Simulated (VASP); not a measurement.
# Ga3Sb (I4/mmm) in VASP: further runs

Aim: see how the results for Ga3Sb move with the level of theory and the settings. Levels: PBEsol, LDA. Tasks: single point, relaxation of cell and atoms.

Everything below comes from runs of VASP 6.6.1. Logs are shortened: lines on timing, memory, paths and dates and some standing lists are left out, and cuts for length are marked.

**1. The cell of the first run**

It takes space group I4/mmm (No. 139, tetragonal). Conventional cell: a = 4.318 Å, b = 4.318 Å, c = 9.521 Å, α = 90.00°, β = 90.00°, γ = 90.00°. Ga (site symmetry -4m2) has 8 Ga at 3.05 to 3.21 Å and 4 Sb at 3.21 Å within 4.0 Å. Ga (site symmetry 4/mmm) has 4 Sb at 3.05 Å and 8 Ga at 3.21 Å within 4.0 Å. Within 4.0 Å of Sb (site symmetry 4/mmm) lie 12 Ga at 3.05 to 3.21 Å.

**2. Single point, PBEsol**

The input, INCAR:

```
SYSTEM = Ga3Sb
ALGO     = Fast           ! electronic algorithm
EDIFF    = 1E-6           ! SCF threshold, eV
ENCUT    = 520            ! plane-wave cutoff, eV
GGA      = PS             ! functional
ISIF     = 2              ! what is computed and relaxed
ISMEAR   = 0              ! smearing method
LASPH    = .True.         ! aspherical terms in the spheres
LCHARG   = .False.        ! write CHGCAR
LREAL    = .False.        ! projectors in reciprocal space
LWAVE    = .False.        ! write WAVECAR
NBANDS   = 30             ! bands
NELM     = 60             ! most SCF steps
PREC     = Accurate       ! precision mode
SIGMA    = 0.1            ! smearing width, eV
```

The input, KPOINTS:

```
k-points
0
Gamma
  16 16 16
  0 0 0
```

The input, POSCAR:

```
Ga3Sb
1.0
   -2.1587990000      2.1587990000      4.7604840000
    2.1587990000     -2.1587990000      4.7604840000
    2.1587990000      2.1587990000     -4.7604840000
Ga Sb
3 1
Direct
    0.7500000000      0.2500000000      0.5000000000
    0.2500000000      0.7500000000      0.5000000000
    0.5000000000      0.5000000000      0.0000000000
    0.0000000000      0.0000000000      0.0000000000
```

Potentials or basis: VASP PAW PBE potentials, release 64 (Ga_d, Sb).

On the command line:

```bash
$ cat potpaw_PBE.64/Ga_d/POTCAR potpaw_PBE.64/Sb/POTCAR > POTCAR
$ mpirun -np 1 vasp_std > vasp.out
```

OUTCAR:

```text
SYSTEM = Ga3Sb
   EDIFF = 1E-6
   ENCUT = 520
   GGA = PS
   ISIF = 2
   ISMEAR = 0
   LASPH = .True.
   LREAL = .False.
   NELM = 60
   PREC = Accurate

 ion  position               nearest neighbor table
   1  0.750  0.250  0.500-   4 3.21   4 3.21   4 3.21   4 3.21
   2  0.250  0.750  0.500-   4 3.21   4 3.21   4 3.21   4 3.21
   3  0.500  0.500  0.000-   4 3.05   4 3.05   4 3.05   4 3.05
   4  0.000  0.000  0.000-   3 3.05   3 3.05   3 3.05   3 3.05   2 3.21   1 3.21   2 3.21   2 3.21
                             1 3.21   1 3.21   2 3.21   1 3.21

  LATTYP: Found a body centered tetragonal cell.
 ALAT       =     4.3175980000
 C/A-ratio  =     2.2051538842

  Lattice vectors:

 A1 = (  -2.1587990000,   2.1587990000,   4.7604840000)
 A2 = (   2.1587990000,  -2.1587990000,   4.7604840000)
 A3 = (   2.1587990000,   2.1587990000,  -4.7604840000)

Analysis of symmetry for initial positions (statically):
=====================================================================
 Subroutine PRICEL returns:
 Original cell was already a primitive cell.

 Routine SETGRP: Setting up the symmetry group for a
 body centered tetragonal supercell.

 Subroutine GETGRP returns: Found 16 space group operations
 (whereof 16 operations were pure point group operations)
 out of a pool of 16 trial point group operations.

The static configuration has the point symmetry D_4h.

Analysis of symmetry for dynamics (positions and initial velocities):
=====================================================================
 Subroutine PRICEL returns:
 Original cell was already a primitive cell.

 Routine SETGRP: Setting up the symmetry group for a
 body centered tetragonal supercell.

 Subroutine GETGRP returns: Found 16 space group operations
 (whereof 16 operations were pure point group operations)
 out of a pool of 16 trial point group operations.

The dynamic configuration has the point symmetry D_4h.

 Subroutine INISYM returns: Found 16 space group operations
 (whereof 16 operations are pure point group operations),
 and found     1 'primitive' translations

----------------------------------------------------------------------------------------

                                     Primitive cell

  volume of cell :      88.7433

  direct lattice vectors                    reciprocal lattice vectors
    -2.158799000  2.158799000  4.760484000     0.000000000  0.231610261  0.105031337
     2.158799000 -2.158799000  4.760484000     0.231610261  0.000000000  0.105031337
     2.158799000  2.158799000 -4.760484000     0.231610261  0.231610261  0.000000000

  length of vectors
     5.655354468  5.655354468  5.655354468     0.254312593  0.254312593  0.327546372

  position of ions in fractional coordinates (direct lattice)
     0.750000000  0.250000000  0.500000000
     0.250000000  0.750000000  0.500000000
     0.500000000  0.500000000  0.000000000
     0.000000000  0.000000000  0.000000000

  ion indices of the primitive-cell ions
   primitive index   ion index
                 1           1
                 2           2
                 3           3
                 4           4

----------------------------------------------------------------------------------------

 KPOINTS: k-points

Automatic generation of k-mesh.
 Grid dimensions read from file:
 generate k-points for:   16   16   16

 Generating k-lattice:

  Cartesian coordinates                     Fractional coordinates (reciprocal lattice)
     0.000000000  0.014475641  0.006564459     0.062500000  0.000000000  0.000000000
     0.014475641  0.000000000  0.006564459     0.000000000  0.062500000  0.000000000
     0.014475641  0.014475641  0.000000000     0.000000000  0.000000000  0.062500000

  Length of vectors
     0.015894537  0.015894537  0.020471648

  Shift w.r.t. Gamma in fractional coordinates (k-lattice)
     0.000000000  0.000000000  0.000000000

 Subroutine IBZKPT returns following result:
 ===========================================

 Found    349 irreducible k-points:

 Following reciprocal coordinates:
            Coordinates               Weight
  0.000000  0.000000  0.000000      1.000000
  0.062500  0.000000  0.000000      8.000000
  0.125000  0.000000  0.000000      8.000000
  0.187500  0.000000 -0.000000      8.000000
  0.250000  0.000000  0.000000      8.000000
  0.312500  0.000000 -0.000000      8.000000
[... 16 lines left out ...]
 -0.125000  0.062500  0.000000     16.000000
 -0.062500  0.062500  0.000000      4.000000
 [... further k-points ...]
   k-points           NKPTS =    349   k-points in BZ     NKDIM =    349   number of bands    NBANDS=     30
   number of dos      NEDOS =    301   number of ions     NIONS =      4
   total plane-waves  NPLWV =  74088
   dimension x,y,z NGX =    42 NGY =   42 NGZ =   42
   dimension x,y,z NGXF=    84 NGYF=   84 NGZF=   84
   ions per type =               3   1
   NGX,Y,Z   is equivalent  to a cutoff of  12.35, 12.35, 12.35 a.u.
   NGXF,Y,Z  is equivalent  to a cutoff of  24.69, 24.69, 24.69 a.u.
 SYSTEM =  Ga3Sb
   PREC   = accura    normal or accurate (medium, high low for compatibility)
   ISTART =      0    job   : 0-new  1-cont  2-samecut
   ICHARG =      2    charge: 1-file 2-atom 10-const
   ISPIN  =      1    spin polarized calculation?
   LNONCOLLINEAR =      F non collinear calculations
   LSORBIT =      F    spin-orbit coupling
   LASPH  =      T    aspherical Exc in radial PAW
   ENCUT  =  520.0 eV  38.22 Ry    6.18 a.u.  10.52 10.52 10.52*2*pi/ulx,y,z
   NELM   =     60;   NELMIN=  2; NELMDL= -5     # of ELM steps
   EDIFF  = 0.1E-05   stopping-criterion for ELM
   LREAL  =      F    real-space projection
   EDIFFG = 0.1E-04   stopping-criterion for IOM
   NSW    =      0    number of steps for IOM
   IBRION =     -1    ionic relax: 0-MD 1-quasi-New 2-CG
   NFREE  =      0    steps in history (QN), initial steepest desc. (CG)
   ISIF   =      2    stress and relaxation
   ISYM   =      2    0-nonsym 1-usesym 2-fastsym
   POTIM  = 0.5000    time-step for ionic-motion
   TEBEG  =    0.0;   TEEND  =   0.0 temperature during run
   PSTRESS=    0.0 pullay stress
   NELECT =      44.0000    total number of electrons
   NUPDOWN=      -1.0000    fix difference up-down
   EMIN   =  10.00;   EMAX   =-10.00  energy-range for DOS
   EFERMI =   0.00;   METHOD = LEGACY
   ISMEAR =     0;   SIGMA  =   0.10  broadening in eV -4-tet -1-fermi 0-gaus
   EFERMI_NEDOS =   21; number of points for ismear=-14 and -15
   IALGO  =     68    algorithm
   IMIX   =      4    mixing-type and parameters
     AMIX     =   0.40;   BMIX     =  1.00
     AMIX_MAG =   1.60;   BMIX_MAG =  1.00
  volume/ion in A,a.u.               =      22.19       149.72
  Fermi-wavevector in a.u.,A,eV,Ry     =   1.295728  2.448571 22.842976  1.678911
  Thomas-Fermi vector in A             =   2.427229
   LORBIT       =      0    0 simple, 1 ext, 2 COOP (PROOUT), +10 PAW based schemes
   GGA     = PS    functional components
   LHFCALC =     F    Hartree Fock is set to
   AEXX    =    0.0000 exact exchange contribution
   IVDW    =     0    specifies the selected vdW correction
   LEPSILON=     F    determine dielectric tensor
   LRPA    =     F    only Hartree local field effects (RPA)
 non-spin polarized calculation
 RMM-DIIS sequential band-by-band and
 Gauss-broadening in eV      SIGMA  =   0.10
  energy-cutoff  :      520.00
  volume of cell :       88.74
 maximum number of plane-waves:      2421
   NGX = 21   NGY = 21   NGZ = 21

 number of electron      44.0000012 magnetization

 Free energy of the ion-electron system (eV)
  ---------------------------------------------------
  ext. energy  EPLUGINS =         0.00000000
  ---------------------------------------------------
  free energy    TOTEN  =       -14.23125616 eV

  energy without entropy =      -14.22139800  energy(sigma->0) =      -14.22632708

 E-fermi :   5.7290     XC(G=0): -10.5890

 val. band max:        5.7286614333   @ k =  -0.1875  -0.3750   0.1250
 cond. band min:       5.7302079163   @ k =   0.3750   0.1875   0.0625
 fundamental gap:      0.0015464830
 Fermi energy:         5.7289833400

 k-point     1 :       0.0000    0.0000    0.0000
  band No.  band energies     occupation
      1      -9.1056      2.00000
      2      -9.0559      2.00000
      3      -9.0442      2.00000
      4      -9.0039      2.00000
      5      -9.0039      2.00000
      6      -8.9945      2.00000
[... 22 lines left out ...]
     29      13.4959      0.00000
     30      13.6872      0.00000

 k-point     2 :       0.0625    0.0000    0.0000
  band No.  band energies     occupation
      1      -9.1032      2.00000
      2      -9.0552      2.00000
      3      -9.0422      2.00000
      4      -9.0076      2.00000
      5      -9.0075      2.00000
      6      -8.9913      2.00000
[... 22 lines left out ...]
     29      13.8115      0.00000
     30      13.9754      0.00000

 k-point     3 :       0.1250    0.0000    0.0000
  band No.  band energies     occupation
      1      -9.0960      2.00000
      2      -9.0532      2.00000
      3      -9.0364      2.00000
      4      -9.0136      2.00000
      5      -9.0118      2.00000
      6      -8.9862      2.00000
[... 22 lines left out ...]
     29      14.4958      0.00000
     30      14.6192      0.00000

 k-point     4 :       0.1875    0.0000   -0.0000
  band No.  band energies     occupation
      1      -9.0843      2.00000
      2      -9.0504      2.00000
      3      -9.0277      2.00000
      4      -9.0196      2.00000
      5      -9.0129      2.00000
      6      -8.9817      2.00000
[... 22 lines left out ...]
     29      13.3905      0.00000
     30      13.6621      0.00000

 k-point     5 :       0.2500    0.0000    0.0000
  band No.  band energies     occupation
      1      -9.0685      2.00000
      2      -9.0471      2.00000
      3      -9.0249      2.00000
      4      -9.0170      2.00000
      5      -9.0095      2.00000
      6      -8.9780      2.00000
[... 22 lines left out ...]
     29      12.4792      0.00000
     30      12.7210      0.00000
[... 526 lines left out ...]
     29      12.0778      0.00000
     30      13.4391      0.00000

 k-point    22 :      -0.1875    0.0625    0.0000
  band No.  band energies     occupation
      1      -9.0840      2.00000
      2      -9.0464      2.00000
      3      -9.0282      2.00000
      4      -9.0153      2.00000
      5      -9.0078      2.00000
      6      -8.9886      2.00000
[... 22 lines left out ...]
     29      13.0494      0.00000
     30      14.1012      0.00000

 k-point    23 :      -0.1250    0.0625    0.0000
  band No.  band energies     occupation
      1      -9.0946      2.00000
      2      -9.0500      2.00000
      3      -9.0364      2.00000
      4      -9.0110      2.00000
      5      -9.0042      2.00000
      6      -8.9923      2.00000
[... 22 lines left out ...]
     29      13.9345      0.00000
     30      14.0959      0.00000

 k-point    24 :      -0.0625    0.0625    0.0000
  band No.  band energies     occupation
      1      -9.1011      2.00000
      2      -9.0532      2.00000
      3      -9.0412      2.00000
      4      -9.0067      2.00000
      5      -9.0019      2.00000
      6      -8.9944      2.00000
[... 22 lines left out ...]
     29      13.6360      0.00000
     30      14.5520      0.00000

 [... further k-points ...]

------------------------ aborting loop because EDIFF is reached ----------------------------------------

  FORCE on cell =-STRESS in cart. coord.  units (eV):
  Direction    XX          YY          ZZ          XY          YZ          ZX
  --------------------------------------------------------------------------------------
  -------------------------------------------------------------------------------------
  Total       -1.7900730     -1.7900730     -1.9982038      0.0000000      0.0000000      0.0000000
  in kB      -32.3180989    -32.3180989    -36.0757060      0.0000000      0.0000000      0.0000000
  external PRESSURE =     -33.5706346 kB  Pullay stress =       0.0000000 kB

 VOLUME and BASIS-vectors are now :
 -----------------------------------------------------------------------------
  energy-cutoff  :      520.00
  volume of cell :       88.74
      direct lattice vectors                 reciprocal lattice vectors
    -2.158799000  2.158799000  4.760484000     0.000000000  0.231610261  0.105031337
     2.158799000 -2.158799000  4.760484000     0.231610261  0.000000000  0.105031337
     2.158799000  2.158799000 -4.760484000     0.231610261  0.231610261  0.000000000

 POSITION                                       TOTAL-FORCE (eV/Angst)
 -----------------------------------------------------------------------------------
      0.00000      2.15880      2.38024        -0.000000      0.000000     -0.000000
      2.15880      0.00000      2.38024        -0.000000     -0.000000      0.000000
      0.00000      0.00000      4.76048         0.000000     -0.000000      0.000000
      0.00000      0.00000      0.00000         0.000000     -0.000000      0.000000
 -----------------------------------------------------------------------------------
    total drift:                               -0.000000      0.000000      0.000000

  FREE ENERGIE OF THE ION-ELECTRON SYSTEM (eV)
  ---------------------------------------------------
  free  energy   TOTEN  =       -14.2312561573 eV

  energy  without entropy=      -14.2213979995  energy(sigma->0) =      -14.22632708
```

It took 13 min on 1 thread of AMD EPYC 9R45 (Zen 5), shared host; peak memory 0.81 GiB.

What came out:

- Free energy: -14.2313 eV
- Pressure: -3.4 GPa
- Band gap on the k mesh: zero (bands 22 and 23 overlap by 4.44 eV)

Caveat: the cell stands under tension; the PAW data sets were made with another functional, which shifts forces and pressure a little; spin-orbit coupling is left out, which moves the levels of the heavy elements.

**3. Single point, PBEsol**

The input, INCAR:

```
  PREC = Accurate
  ENCUT = 520
  EDIFF = 1E-6
  ISMEAR = 0
  SIGMA = 0.2
  LREAL = False
  LASPH = True
  NELM = 60
  ALGO = Fast
  ISIF = 2
  LWAVE = False
  LCHARG = True
  GGA = PS
  LELF = True
  LVHAR = True
  NBANDS = 30
```

The input, KPOINTS:

```
regular mesh
0
Gamma
  14 14 14
```

POSCAR is that of step 2.

Potentials or basis: VASP PAW PBE potentials, release 64 (Ga_d, Sb).

On the command line:

```bash
$ cat potpaw_PBE.64/Ga_d/POTCAR potpaw_PBE.64/Sb/POTCAR > POTCAR
$ mpirun -np 1 vasp_std > vasp.out
```

It took 13 min on 1 thread of Intel Xeon Platinum 8488C (Sapphire Rapids), shared host; peak memory 0.66 GiB.

The run converged. Its results:

| Quantity | Value |
| --- | --- |
| Free energy | -14.2485 eV |
| Pressure | -3.4 GPa |
| Band gap on the k mesh | zero (bands 22 and 23 overlap by 4.28 eV) |

Stress tensor (GPa, compression positive):
```
-3.24  0.00  0.00
 0.00 -3.24  0.00
 0.00  0.00 -3.66
```

Levels at points of the mesh, in eV from the Fermi level:
| k point | band 20 | band 21 | band 22 | band 23 | band 24 | band 25 |
| --- | --- | --- | --- | --- | --- | --- |
| (0.00, 0.00, 0.00) | -1.90 | -1.73 | -1.73 | -0.24 | -0.24 | 1.00 |
| (0.50, 0.00, 0.00) | -0.87 | -0.49 | -0.19 | 0.51 | 1.56 | 2.78 |
| (0.50, 0.50, 0.00) | -4.66 | -4.02 | -0.62 | -0.04 | 0.29 | 1.08 |
| (0.50, 0.50, 0.50) | -2.87 | -2.40 | 2.08 | 2.65 | 2.65 | 3.90 |

Caveat: the cell stands under tension; the PAW data sets were made with another functional, which shifts forces and pressure a little; spin-orbit coupling is left out, which moves the levels of the heavy elements.

(Continued in part 2 of 2.)

The gap in the log of VASP goes by the Fermi energy; the results here count the filled bands.